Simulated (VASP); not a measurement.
# NaCl (I-4m2) in VASP: a series of runs, part 2 of 2

VASP 6.6.1. Earlier steps stand in the parts before.

## (4) Single point, r2SCAN (epitaxial xy strain -2.5%)

POSCAR

```
NaCl
1.0
    0.0000000000      3.0100910318      3.2183092883
    3.0100910318      0.0000000000      3.2183092883
    3.0100910318      3.0100910318      0.0000000000
Na Cl
1 1
Direct
    0.0000000000      0.0000000000      0.0000000000
    0.2500000000      0.2500000000      0.2500000000
```

INCAR.step1

```
SYSTEM = NaCl
PREC = Accurate
ENCUT = 550
ISMEAR = 0
SIGMA = 0.01
LREAL = .FALSE.
LASPH = .TRUE.
NELM = 120
NBANDS = 14
GGA = PE
ALGO = Normal
EDIFF = 1E-5
LWAVE = .TRUE.
LCHARG = .FALSE.
GGA_COMPAT = .FALSE.
```

INCAR.step2

```
SYSTEM = NaCl
PREC = Accurate
ENCUT = 550
EDIFF = 1E-6
ISMEAR = 0
SIGMA = 0.01
LREAL = .FALSE.
LASPH = .TRUE.
NELM = 120
ALGO = Normal
ISIF = 2
LWAVE = .FALSE.
LCHARG = .FALSE.
METAGGA = R2SCAN
LMIXTAU = .TRUE.
NBANDS = 14
ISTART = 1
GGA_COMPAT = .FALSE.
```

KPOINTS

```
Automatic mesh
0
G
  8 8 8
  0 0 0
```

Potentials or basis: VASP PAW PBE potentials, release 64 (Na_pv, Cl).

Command:

```bash
$ cat potpaw_PBE.64/Na_pv/POTCAR potpaw_PBE.64/Cl/POTCAR > POTCAR
$ cp INCAR.step1 INCAR
$ mpirun -np 1 vasp_std > vasp.out
$ cp INCAR.step2 INCAR
$ mpirun -np 1 vasp_std > vasp.out
```

OUTCAR:

```text
SYSTEM = NaCl
   PREC = Accurate
   ENCUT = 550
   EDIFF = 1E-6
   ISMEAR = 0
   LREAL = .FALSE.
   LASPH = .TRUE.
   NELM = 120
   ISIF = 2
   METAGGA = R2SCAN
   ISTART = 1

 ion  position               nearest neighbor table
   1  0.000  0.000  0.000-   2 2.67   2 2.67   2 2.67   2 2.67
   2  0.250  0.250  0.250-   1 2.67   1 2.67   1 2.67   1 2.67

  LATTYP: Found a body centered tetragonal cell.
 ALAT       =     4.2569115611
 C/A-ratio  =     1.5120395348

  Lattice vectors:

 A1 = (  -3.0100910318,   0.0000000000,   3.2183092883)
 A2 = (   3.0100910318,   0.0000000000,   3.2183092883)
 A3 = (   0.0000000000,   3.0100910318,  -3.2183092883)

Analysis of symmetry for initial positions (statically):
=====================================================================
 Subroutine PRICEL returns:
 Original cell was already a primitive cell.

 Routine SETGRP: Setting up the symmetry group for a
 body centered tetragonal supercell.

 Subroutine GETGRP returns: Found  8 space group operations
 (whereof  8 operations were pure point group operations)
 out of a pool of 16 trial point group operations.

The static configuration has the point symmetry D_2d.

Analysis of symmetry for dynamics (positions and initial velocities):
=====================================================================
 Subroutine PRICEL returns:
 Original cell was already a primitive cell.

 Routine SETGRP: Setting up the symmetry group for a
 body centered tetragonal supercell.

 Subroutine GETGRP returns: Found  8 space group operations
 (whereof  8 operations were pure point group operations)
 out of a pool of 16 trial point group operations.

The dynamic configuration has the point symmetry D_2d.

 Subroutine INISYM returns: Found  8 space group operations
 (whereof  8 operations are pure point group operations),
 and found     1 'primitive' translations

----------------------------------------------------------------------------------------

                                     Primitive cell
[... 121 lines left out ...]
   LRPA    =     F    only Hartree local field effects (RPA)
 non-spin polarized calculation
 Gauss-broadening in eV      SIGMA  =   0.01
  energy-cutoff  :      550.00
  volume of cell :       58.32
 maximum number of plane-waves:      1745
 NGX is ok and might be reduce to    36
   NGX = 17   NGY = 17   NGZ = 17

 number of electron      13.9999994 magnetization

 Free energy of the ion-electron system (eV)
  ---------------------------------------------------
  ext. energy  EPLUGINS =         0.00000000
  ---------------------------------------------------
  free energy    TOTEN  =       -13.56055410 eV

  energy without entropy =      -13.56055410  energy(sigma->0) =      -13.56055410

 E-fermi :  -2.7061     XC(G=0):  -7.3012

 val. band max:       -2.7715273566   @ k =  -0.1250   0.1250   0.0000
 cond. band min:       2.7802072477   @ k =   0.0000   0.0000   0.0000
 fundamental gap:      5.5517346043
 Fermi energy:        -2.7061040191

 k-point     1 :       0.0000    0.0000    0.0000
  band No.  band energies     occupation
      1     -24.0840      2.00000
      2     -24.0840      2.00000
      3     -24.0767      2.00000
      4     -15.4743      2.00000
      5      -2.8493      2.00000
      6      -2.7719      2.00000
      7      -2.7719      2.00000
      8       2.7802      0.00000
      9       9.2154      0.00000
     10       9.3648      0.00000
     11       9.3648      0.00000
     12      10.4278      0.00000
     13      11.4213      0.00000
     14      12.7079      0.00000
[... 377 lines left out ...]
      1     -24.0948      2.00000
      2     -24.0858      2.00000
      3     -24.0794      2.00000
      4     -15.3473      2.00000
      5      -3.6176      2.00000
      6      -2.9791      2.00000
      7      -2.8914      2.00000
      8       4.8762      0.00000
      9       7.3676      0.00000
     10       8.5151      0.00000
     11       9.0751      0.00000
     12      10.8232      0.00000
     13      12.1473      0.00000
     14      12.8509      0.00000

 [... further k-points ...]

------------------------ aborting loop because EDIFF is reached ----------------------------------------

  FORCE on cell =-STRESS in cart. coord.  units (eV):
  Direction    XX          YY          ZZ          XY          YZ          ZX
  --------------------------------------------------------------------------------------
  -------------------------------------------------------------------------------------
  Total        0.0290799      0.0290799     -0.0465268      0.0000000      0.0000000      0.0000000
  in kB        0.7988882      0.7988882     -1.2781945      0.0000000      0.0000000      0.0000000
  external PRESSURE =       0.1065273 kB  Pullay stress =       0.0000000 kB

 VOLUME and BASIS-vectors are now :
 -----------------------------------------------------------------------------
  energy-cutoff  :      550.00
  volume of cell :       58.32
      direct lattice vectors                 reciprocal lattice vectors
     0.000000000  3.010091032  3.218309288    -0.166107933  0.166107933  0.155361078
     3.010091032  0.000000000  3.218309288     0.166107933 -0.166107933  0.155361078
     3.010091032  3.010091032  0.000000000     0.166107933  0.166107933 -0.155361078

 POSITION                                       TOTAL-FORCE (eV/Angst)
 -----------------------------------------------------------------------------------
      0.00000      0.00000      0.00000        -0.000000     -0.000000     -0.000000
      1.50505      1.50505      1.60915         0.000000      0.000000      0.000000
 -----------------------------------------------------------------------------------
    total drift:                               -0.000001     -0.000001     -0.000000

  FREE ENERGIE OF THE ION-ELECTRON SYSTEM (eV)
  ---------------------------------------------------
  free  energy   TOTEN  =       -13.5605540963 eV

  energy  without entropy=      -13.5605540963  energy(sigma->0) =      -13.56055410
```

OUTCAR.step1:

```text
SYSTEM = NaCl
   PREC = Accurate
   ENCUT = 550
   ISMEAR = 0
   LREAL = .FALSE.
   LASPH = .TRUE.
[... 631 lines left out ...]
      0.00000      0.00000      0.00000        -0.000000     -0.000000     -0.000000
      1.50505      1.50505      1.60915         0.000000      0.000000      0.000000
 -----------------------------------------------------------------------------------
    total drift:                               -0.000000     -0.000000     -0.000000

  FREE ENERGIE OF THE ION-ELECTRON SYSTEM (eV)
  ---------------------------------------------------
  free  energy   TOTEN  =        -6.6340215539 eV

  energy  without entropy=       -6.6340215539  energy(sigma->0) =       -6.63402155
```

OSZICAR.step1:

```text
N       E                     dE             d eps       ncg     rms          rms(c)
DAV:   1     0.987953045231E+02    0.98795E+02   -0.70297E+03  1660   0.976E+02
DAV:   2     0.281132600688E+01   -0.95984E+02   -0.88519E+02  1756   0.247E+02
DAV:   3    -0.675389001229E+01   -0.95652E+01   -0.95065E+01  2138   0.744E+01
DAV:   4    -0.693198758743E+01   -0.17810E+00   -0.17802E+00  1958   0.114E+01
DAV:   5    -0.693612907013E+01   -0.41415E-02   -0.41411E-02  2176   0.173E+00    0.236E+00
DAV:   6    -0.663330731198E+01    0.30282E+00   -0.55311E-01  2070   0.371E+00    0.172E+00
DAV:   7    -0.661702628254E+01    0.16281E-01   -0.12560E-01  2102   0.178E+00    0.117E+00
DAV:   8    -0.663278520796E+01   -0.15759E-01   -0.13757E-02  1868   0.872E-01    0.266E-01
DAV:   9    -0.663298762566E+01   -0.20242E-03   -0.28870E-04  2210   0.134E-01    0.166E-01
DAV:  10    -0.663403036822E+01   -0.10427E-02   -0.13652E-03  1868   0.224E-01    0.702E-02
DAV:  11    -0.663402155393E+01    0.88143E-05   -0.21128E-05  2282   0.472E-02
   1 F= -.66340216E+01 E0= -.66340216E+01  d E =-.291260E-17
```

Run time: 4.6 min. Hardware: 1 thread of Intel Xeon 8259CL, shared host; peak memory 0.23 GiB.

Results:

```yaml
Free_energy: -13.5606 eV
Pressure: 0.0 GPa
Band_gap_on_the_k_mesh: 5.55 eV
```

Stress tensor (GPa, compression positive):
```
 0.08  0.00  0.00
 0.00  0.08  0.00
 0.00  0.00 -0.13
```

Caveat: the cell differs from its parent crystal (epitaxial xy strain -2.5%); the PAW data sets were made with another functional, which shifts forces and pressure a little. A k mesh can miss the band edges.

## (5) Summary

```csv
level,k mesh,cutoff (eV),smearing,gap on the mesh (eV),pressure (GPa)
PBE,4 × 4 × 4,500,gaussian 0.01 eV,4.93,0.8
PBE,8 × 8 × 8,500,fermi-dirac 0.02 eV,4.93,0.8
r2SCAN,8 × 8 × 8,550,gaussian 0.01 eV,5.55,0.0
```

Alike in all rows: task single point; potentials or basis VASP PAW PBE potentials, release 64 (Na_pv, Cl); no spin polarisation; cell as given.

Caveats: some runs use coarse meshes; the PAW data sets were made with another functional, which shifts forces and pressure a little (at least some runs).

Absolute energies hang on the potentials; compare differences alone.
